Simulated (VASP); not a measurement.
Wanted: the native input for a VASP 6.6.1 run.

| Item | Value |
| --- | --- |
| Task | single point |
| Functional | LDA |
| Potentials or basis | VASP PAW LDA potentials, release 64 (Zr_sv, Rh_pv) |
| Cutoff | 520 eV |
| k mesh | 12 × 12 × 12 |
| Occupations | gaussian, width 0.1 eV |
| Spin | no spin polarisation |
| Dipole correction | no |
| Further INCAR settings | ALGO = Fast; EDIFF = 1e-07; NBANDS = 36 |

The structure of ZrRh3 lies in POSCAR:

```
ZrRh3
1.0
    3.8761487665      0.0000000000      0.0000000000
    0.0000000000      3.8761487665      0.0000000000
    0.0000000000      0.0000000000      3.8761487665
Zr Rh
1 3
Direct
    0.0000000000      0.0000000000      0.0000000000
    0.0000000000      0.5000000000      0.5000000000
    0.5000000000      0.0000000000      0.5000000000
    0.5000000000      0.5000000000      0.0000000000
```

One way to write it, as run:

INCAR

```
PREC = Accurate
ENCUT = 520
EDIFF = 1E-7
ISMEAR = 0
SIGMA = 0.1
LREAL = False
LASPH = True
NELM = 80
ALGO = Fast
ISIF = 2
LWAVE = False
LCHARG = False
GGA = CA
NBANDS = 36
```

KPOINTS

```
Automatic mesh
0
Gamma
  12 12 12
```

Potentials or basis: VASP PAW LDA potentials, release 64 (Zr_sv, Rh_pv).

Launch:

```console
$ cat potpaw_LDA.64/Zr_sv/POTCAR potpaw_LDA.64/Rh_pv/POTCAR > POTCAR
$ mpirun -np 1 vasp_std > vasp.out
```

It gave:

The pressure is 0.7 GPa and the band gap on the k mesh is zero (an odd number of electrons rules out a gap without spin polarisation).

Wall time 3.6 min on 1 thread of Oxide Virtual Turin-like Processor (shared host), peak memory 0.22 GiB.
